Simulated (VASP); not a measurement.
# Sr in VASP: a series of runs, part 2 of 2

VASP 6.6.1.

## 3. Single point, r2SCAN (strain -0.030 along x and y, -0.030 along z)

POSCAR

```
Sr
1.0
   -2.3522500000      2.3522500000      2.3522500000
    2.3522500000     -2.3522500000      2.3522500000
    2.3522500000      2.3522500000     -2.3522500000
Sr
1
Direct
    0.0000000000      0.0000000000      0.0000000000
```

INCAR.step1

```
  ALGO = Normal
  EDIFF = 1E-4
  ENCUT = 520
  GGA = PE
  ISMEAR = 0
  LASPH = T
  LCHARG = F
  LREAL = F
  LWAVE = T
  NBANDS = 11
  NELM = 60
  PREC = Accurate
  SIGMA = 0.15
```

INCAR.step2

```
  ALGO = Normal
  EDIFF = 1E-6
  ENCUT = 520
  ISIF = 2
  ISMEAR = 0
  ISTART = 1
  LASPH = T
  LCHARG = F
  LMIXTAU = T
  LREAL = F
  LWAVE = F
  METAGGA = R2SCAN
  NBANDS = 11
  NELM = 60
  PREC = Accurate
  SIGMA = 0.15
```

KPOINTS

```
k-points
0
Gamma
  14 14 14
```

Potentials or basis: VASP PAW PBE potentials, release 64 (Sr_sv).

Launch:

```sh
> cat potpaw_PBE.64/Sr_sv/POTCAR > POTCAR
> cp INCAR.step1 INCAR
> mpirun -np 1 vasp_std > vasp.out
> cp INCAR.step2 INCAR
> mpirun -np 1 vasp_std > vasp.out
```

OUTCAR:

```text
EDIFF = 1E-6
   ENCUT = 520
   ISIF = 2
   ISMEAR = 0
   ISTART = 1
   LASPH = T
   LREAL = F
   METAGGA = R2SCAN
   NELM = 60
   PREC = Accurate

 ion  position               nearest neighbor table
   1  0.000  0.000  0.000-

  LATTYP: Found a body centered cubic cell.
 ALAT       =     4.7045000000

  Lattice vectors:

 A1 = (  -2.3522500000,   2.3522500000,   2.3522500000)
 A2 = (   2.3522500000,  -2.3522500000,   2.3522500000)
 A3 = (   2.3522500000,   2.3522500000,  -2.3522500000)

Analysis of symmetry for initial positions (statically):
=====================================================================
 Subroutine PRICEL returns:
 Original cell was already a primitive cell.

 Routine SETGRP: Setting up the symmetry group for a
 body centered cubic supercell.

 Subroutine GETGRP returns: Found 48 space group operations
 (whereof 48 operations were pure point group operations)
 out of a pool of 48 trial point group operations.

The static configuration has the point symmetry O_h .

Analysis of symmetry for dynamics (positions and initial velocities):
=====================================================================
 Subroutine PRICEL returns:
 Original cell was already a primitive cell.

 Routine SETGRP: Setting up the symmetry group for a
 body centered cubic supercell.

 Subroutine GETGRP returns: Found 48 space group operations
 (whereof 48 operations were pure point group operations)
 out of a pool of 48 trial point group operations.

The dynamic configuration has the point symmetry O_h .

 Subroutine INISYM returns: Found 48 space group operations
 (whereof 48 operations are pure point group operations),
 and found     1 'primitive' translations

----------------------------------------------------------------------------------------

                                     Primitive cell

[... 112 lines left out ...]
   LORBIT       =      0    0 simple, 1 ext, 2 COOP (PROOUT), +10 PAW based schemes
   METAGGA = R2SCAN    functional components
   LHFCALC =     F    Hartree Fock is set to
   AEXX    =    0.0000 exact exchange contribution
   IVDW    =     0    specifies the selected vdW correction
   LEPSILON=     F    determine dielectric tensor
   LRPA    =     F    only Hartree local field effects (RPA)
 non-spin polarized calculation
 Gauss-broadening in eV      SIGMA  =   0.15
  energy-cutoff  :      520.00
  volume of cell :       52.06
 maximum number of plane-waves:      1433
   NGX = 15   NGY = 15   NGZ = 15

 number of electron      10.0000000 magnetization

 Free energy of the ion-electron system (eV)
  ---------------------------------------------------
  ext. energy  EPLUGINS =         0.00000000
  ---------------------------------------------------
  free energy    TOTEN  =       -15.08649941 eV

  energy without entropy =      -15.07274393  energy(sigma->0) =      -15.07962167

 E-fermi :   1.8068     XC(G=0):  -7.9577

 val. band max:        1.7974390990   @ k =   0.2857   0.2857   0.0714
 cond. band min:       1.8204787264   @ k =  -0.4286  -0.4286   0.2143
 fundamental gap:      0.0230396274
 Fermi energy:         1.8067619141

 k-point     1 :       0.0000    0.0000    0.0000
  band No.  band energies     occupation
      1     -36.0995      2.00000
      2     -17.3487      2.00000
      3     -17.3487      2.00000
      4     -17.3487      2.00000
      5      -2.0975      2.00000
      6       4.6296      0.00000
      7       4.6296      0.00000
      8       4.6296      0.00000
      9       6.0303      0.00000
     10       6.0303      0.00000
     11      10.5631      0.00000
[... 309 lines left out ...]
 k-point    24 :       0.3571    0.2857    0.0000
  band No.  band energies     occupation
      1     -36.0759      2.00000
      2     -17.5368      2.00000
      3     -17.4985      2.00000
      4     -17.3788      2.00000
      5       1.8402      0.75269
      6       2.0122      0.05270
      7       2.4590      0.00000
      8       6.0876      0.00000
      9       6.3872      0.00000
     10       7.0294      0.00000
     11       8.6731      0.00000

 [... further k-points ...]

------------------------ aborting loop because EDIFF is reached ----------------------------------------

  FORCE on cell =-STRESS in cart. coord.  units (eV):
  Direction    XX          YY          ZZ          XY          YZ          ZX
  --------------------------------------------------------------------------------------
  -------------------------------------------------------------------------------------
  Total        0.2853624      0.2853624      0.2853624      0.0000000      0.0000000      0.0000000
  in kB        8.7820713      8.7820713      8.7820713      0.0000000      0.0000000      0.0000000
  external PRESSURE =       8.7820713 kB  Pullay stress =       0.0000000 kB

 VOLUME and BASIS-vectors are now :
 -----------------------------------------------------------------------------
  energy-cutoff  :      520.00
  volume of cell :       52.06
      direct lattice vectors                 reciprocal lattice vectors
    -2.352250000  2.352250000  2.352250000     0.000000000  0.212562440  0.212562440
     2.352250000 -2.352250000  2.352250000     0.212562440  0.000000000  0.212562440
     2.352250000  2.352250000 -2.352250000     0.212562440  0.212562440  0.000000000

 POSITION                                       TOTAL-FORCE (eV/Angst)
 -----------------------------------------------------------------------------------
      0.00000      0.00000      0.00000        -0.000000     -0.000000     -0.000000
 -----------------------------------------------------------------------------------
    total drift:                                0.000000     -0.000000      0.000000

  FREE ENERGIE OF THE ION-ELECTRON SYSTEM (eV)
  ---------------------------------------------------
  free  energy   TOTEN  =       -15.0864994134 eV

  energy  without entropy=      -15.0727439257  energy(sigma->0) =      -15.07962167
```

OSZICAR.step1:

```text
N       E                     dE             d eps       ncg     rms          rms(c)
DAV:   1     0.363329946958E+02    0.36333E+02   -0.47312E+03  2288   0.783E+02
DAV:   2     0.597359001727E-01   -0.36273E+02   -0.35597E+02  2624   0.152E+02
DAV:   3    -0.155563715169E+01   -0.16154E+01   -0.15978E+01  3418   0.238E+01
DAV:   4    -0.163164786422E+01   -0.76011E-01   -0.75876E-01  3010   0.455E+00
DAV:   5    -0.163329794996E+01   -0.16501E-02   -0.16500E-02  3260   0.551E-01    0.112E+01
DAV:   6    -0.163408285245E+01   -0.78490E-03   -0.69356E-03  2788   0.914E-01    0.636E+00
DAV:   7    -0.163517789357E+01   -0.10950E-02   -0.11508E-02  2568   0.118E+00    0.278E-01
DAV:   8    -0.163527045266E+01   -0.92559E-04   -0.13764E-03  3638   0.209E-01    0.675E-02
DAV:   9    -0.163528813417E+01   -0.17682E-04   -0.10162E-05  1645   0.306E-02
   1 F= -.16352881E+01 E0= -.16290145E+01  d E =-.125473E-01
```

Run time: 3.9 min. Hardware: 1 thread of Oxide Virtual Turin-like, shared host; peak memory 0.17 GiB.

Results:

| Property | Result |
| --- | --- |
| Free energy | -15.0865 eV |
| Pressure | 0.9 GPa |
| Band gap on the k mesh | zero (bands 5 and 6 overlap by 0.52 eV) |

Levels at points of the mesh, in eV from the Fermi level:
| k point | band 3 | band 4 | band 5 | band 6 | band 7 | band 8 |
| --- | --- | --- | --- | --- | --- | --- |
| (0.00, 0.00, 0.00) | -19.16 | -19.16 | -3.90 | 2.82 | 2.82 | 2.82 |
| (0.50, 0.00, 0.00) | -19.23 | -19.16 | -0.98 | 0.22 | 1.47 | 4.11 |
| (0.50, 0.50, 0.50) | -19.33 | -19.33 | -0.19 | -0.19 | 4.14 | 4.14 |

Caveat: the cell differs from its parent crystal (strain -0.030 along x and y, -0.030 along z); the PAW data sets were made with another functional, which shifts forces and pressure a little.

## 4. Single point, r2SCAN (strain -0.015 along x and y, -0.015 along z)

POSCAR

```
Sr
1.0
   -2.3886250000      2.3886250000      2.3886250000
    2.3886250000     -2.3886250000      2.3886250000
    2.3886250000      2.3886250000     -2.3886250000
Sr
1
Direct
    0.0000000000      0.0000000000      0.0000000000
```

INCAR.step1

```
PREC     = Accurate       # precision mode
ENCUT    = 520            # plane-wave cutoff, eV
ISMEAR   = 0              # smearing method
SIGMA    = 0.15           # smearing width, eV
LREAL    = False          # projectors in reciprocal space
LASPH    = True           # aspherical terms in the spheres
NELM     = 100            # most SCF steps
NBANDS   = 11             # bands
GGA      = PE             # functional
ALGO     = Normal         # electronic algorithm
EDIFF    = 1E-4           # SCF threshold, eV
LWAVE    = True           # write WAVECAR
LCHARG   = False          # write CHGCAR
```

INCAR.step2

```
PREC     = Accurate       # precision mode
ENCUT    = 520            # plane-wave cutoff, eV
EDIFF    = 1E-7           # SCF threshold, eV
ISMEAR   = 0              # smearing method
SIGMA    = 0.15           # smearing width, eV
LREAL    = False          # projectors in reciprocal space
LASPH    = True           # aspherical terms in the spheres
NELM     = 100            # most SCF steps
ALGO     = Normal         # electronic algorithm
ISIF     = 2              # what is computed and relaxed
LWAVE    = False          # write WAVECAR
LCHARG   = False          # write CHGCAR
METAGGA  = R2SCAN         # meta-GGA
LMIXTAU  = True         
NBANDS   = 11             # bands
ISTART   = 1
```

KPOINTS

```
Automatic mesh
0
Gamma
  14 14 14
```

Potentials or basis: VASP PAW PBE potentials, release 64 (Sr_sv).

Launch:

```sh
> cat potpaw_PBE.64/Sr_sv/POTCAR > POTCAR
> cp INCAR.step1 INCAR
> mpirun -np 1 vasp_std > vasp.out
> cp INCAR.step2 INCAR
> mpirun -np 1 vasp_std > vasp.out
```

OUTCAR:

```text
PREC = Accurate
   ENCUT = 520
   EDIFF = 1E-7
   ISMEAR = 0
   LREAL = False
   LASPH = True
   NELM = 100
   ISIF = 2
   METAGGA = R2SCAN
   ISTART = 1

 ion  position               nearest neighbor table
   1  0.000  0.000  0.000-

  LATTYP: Found a body centered cubic cell.
 ALAT       =     4.7772500000

  Lattice vectors:

 A1 = (  -2.3886250000,   2.3886250000,   2.3886250000)
 A2 = (   2.3886250000,  -2.3886250000,   2.3886250000)
 A3 = (   2.3886250000,   2.3886250000,  -2.3886250000)

Analysis of symmetry for initial positions (statically):
=====================================================================
 Subroutine PRICEL returns:
 Original cell was already a primitive cell.

 Routine SETGRP: Setting up the symmetry group for a
 body centered cubic supercell.

 Subroutine GETGRP returns: Found 48 space group operations
 (whereof 48 operations were pure point group operations)
 out of a pool of 48 trial point group operations.

The static configuration has the point symmetry O_h .

Analysis of symmetry for dynamics (positions and initial velocities):
[... 162 lines left out ...]
 Fermi energy:         1.6524633014

 k-point     1 :       0.0000    0.0000    0.0000
  band No.  band energies     occupation
      1     -36.3570      2.00000
      2     -17.6145      2.00000
      3     -17.6145      2.00000
      4     -17.6145      2.00000
      5      -2.1973      2.00000
      6       4.4046      0.00000
      7       4.4046      0.00000
      8       4.4046      0.00000
      9       5.7616      0.00000
     10       5.7616      0.00000
     11      10.2331      0.00000
[... 309 lines left out ...]
 k-point    24 :       0.3571    0.2857    0.0000
  band No.  band energies     occupation
      1     -36.3379      2.00000
      2     -17.7754      2.00000
      3     -17.7427      2.00000
      4     -17.6403      2.00000
      5       1.6702      0.86733
      6       1.8189      0.11651
      7       2.2848      0.00000
      8       5.7959      0.00000
      9       6.0879      0.00000
     10       6.6076      0.00000
     11       8.2536      0.00000

 [... further k-points ...]

------------------------ aborting loop because EDIFF is reached ----------------------------------------

  FORCE on cell =-STRESS in cart. coord.  units (eV):
  Direction    XX          YY          ZZ          XY          YZ          ZX
  --------------------------------------------------------------------------------------
  -------------------------------------------------------------------------------------
  Total        0.0990883      0.0990883      0.0990883      0.0000000     -0.0000000      0.0000000
  in kB        2.9122533      2.9122533      2.9122533      0.0000000     -0.0000000      0.0000000
  external PRESSURE =       2.9122533 kB  Pullay stress =       0.0000000 kB

 VOLUME and BASIS-vectors are now :
 -----------------------------------------------------------------------------
  energy-cutoff  :      520.00
  volume of cell :       54.51
      direct lattice vectors                 reciprocal lattice vectors
    -2.388625000  2.388625000  2.388625000     0.000000000  0.209325449  0.209325449
     2.388625000 -2.388625000  2.388625000     0.209325449  0.000000000  0.209325449
     2.388625000  2.388625000 -2.388625000     0.209325449  0.209325449  0.000000000

 POSITION                                       TOTAL-FORCE (eV/Angst)
 -----------------------------------------------------------------------------------
      0.00000      0.00000      0.00000        -0.000000      0.000000     -0.000000
 -----------------------------------------------------------------------------------
    total drift:                                0.000000      0.000000     -0.000000

  FREE ENERGIE OF THE ION-ELECTRON SYSTEM (eV)
  ---------------------------------------------------
  free  energy   TOTEN  =       -15.0953779459 eV

  energy  without entropy=      -15.0798618289  energy(sigma->0) =      -15.08761989
```

OUTCAR.step1:

```text
PREC = Accurate
   ENCUT = 520
   ISMEAR = 0
   LREAL = False
   LASPH = True
   NELM = 100
[... 550 lines left out ...]

 POSITION                                       TOTAL-FORCE (eV/Angst)
 -----------------------------------------------------------------------------------
      0.00000      0.00000      0.00000         0.000000     -0.000000      0.000000
 -----------------------------------------------------------------------------------
    total drift:                                0.000000      0.000000     -0.000000

  FREE ENERGIE OF THE ION-ELECTRON SYSTEM (eV)
  ---------------------------------------------------
  free  energy   TOTEN  =        -1.6379996209 eV

  energy  without entropy=       -1.6244805082  energy(sigma->0) =       -1.63124006
```

Wall time 3.4 min (1 thread of Oxide Virtual Turin-like, shared host); peak memory 0.19 GiB.

Results:

* Free energy: -15.0954 eV
* Pressure: 0.3 GPa
* Band gap on the k mesh: zero (bands 5 and 6 overlap by 0.42 eV)

Levels at points of the mesh, in eV from the Fermi level:
| k point | band 1 | band 2 | band 3 | band 4 | band 5 | band 6 | band 7 | band 8 | band 9 | band 10 |
| --- | --- | --- | --- | --- | --- | --- | --- | --- | --- | --- |
| (0.00, 0.00, 0.00) | -38.01 | -19.27 | -19.27 | -19.27 | -3.85 | 2.75 | 2.75 | 2.75 | 4.11 | 4.11 |
| (0.50, 0.00, 0.00) | -37.99 | -19.48 | -19.34 | -19.27 | -0.96 | 0.14 | 1.46 | 3.97 | 4.65 | 5.91 |
| (0.50, 0.50, 0.50) | -37.98 | -19.42 | -19.42 | -19.42 | -0.13 | -0.13 | 3.92 | 3.92 | 3.92 | 5.50 |

Caveat: the cell differs from its parent crystal (strain -0.015 along x and y, -0.015 along z); the PAW data sets were made with another functional, which shifts forces and pressure a little.

## 5. Single point, r2SCAN (strain +0.015 along x and y, +0.015 along z)

POSCAR

```
Sr
1.0
   -2.4613750000      2.4613750000      2.4613750000
    2.4613750000     -2.4613750000      2.4613750000
    2.4613750000      2.4613750000     -2.4613750000
Sr
1
Direct
    0.0000000000      0.0000000000      0.0000000000
```

INCAR.step1

```
  ALGO = Normal
  EDIFF = 1E-4
  ENCUT = 520
  GGA = PE
  ISMEAR = 0
  LASPH = True
  LCHARG = False
  LREAL = False
  LWAVE = True
  NBANDS = 11
  NELM = 100
  PREC = Accurate
  SIGMA = 0.15
```

INCAR.step2

```
  ALGO = Normal
  EDIFF = 1E-6
  ENCUT = 520
  ISIF = 2
  ISMEAR = 0
  ISTART = 1
  LASPH = True
  LCHARG = False
  LMIXTAU = True
  LREAL = False
  LWAVE = False
  METAGGA = R2SCAN
  NBANDS = 11
  NELM = 100
  PREC = Accurate
  SIGMA = 0.15
```

KPOINTS

```
k-points
0
Gamma
  14 14 14
```

Launch:

```sh
> cat potpaw_PBE.64/Sr_sv/POTCAR > POTCAR
> cp INCAR.step1 INCAR
> mpirun -np 1 vasp_std > vasp.out
> cp INCAR.step2 INCAR
> mpirun -np 1 vasp_std > vasp.out
```

It took 3.7 min on 1 thread of Oxide Virtual Turin-like, shared host; peak memory 0.19 GiB.

It converged, with:

```yaml
Free_energy: -15.0896 eV
Pressure: -0.6 GPa
Band_gap_on_the_k_mesh: zero (bands 5 and 6 overlap by 0.26 eV)
```

Levels at points of the mesh, in eV from the Fermi level:
```csv
k point,band 3,band 4,band 5,band 6,band 7,band 8
"(0.00, 0.00, 0.00)",-19.48,-19.48,-3.72,2.63,2.63,2.63
"(0.50, 0.00, 0.00)",-19.53,-19.48,-0.91,0.02,1.44,3.73
"(0.50, 0.50, 0.50)",-19.59,-19.59,0.00,0.00,3.54,3.54
```

Caveat: the cell differs from its parent crystal (strain +0.015 along x and y, +0.015 along z); the PAW data sets were made with another functional, which shifts forces and pressure a little.

## 6. Overview

```csv
cell,gap on the mesh (eV),pressure (GPa)
"a = 4.285 Å, angles 108.7, 108.7, 111.1°, 1 atom",none,-0.7
"a = 4.074 Å, angles 109.5°, 1 atom",none,0.9
"a = 4.137 Å, angles 109.5°, 1 atom",none,0.3
"a = 4.263 Å, angles 109.5°, 1 atom",none,-0.6
```

Alike in all rows: task single point; level r2SCAN; potentials or basis VASP PAW PBE potentials, release 64 (Sr_sv); no spin polarisation; k mesh 14 × 14 × 14; cutoff (eV) 520; smearing gaussian 0.15 eV.

Caveats: the PAW data sets were made with another functional, which shifts forces and pressure a little.

Absolute energies hang on the potentials; compare differences alone.

The gap in the log of VASP goes by the Fermi energy; the results here count the filled bands.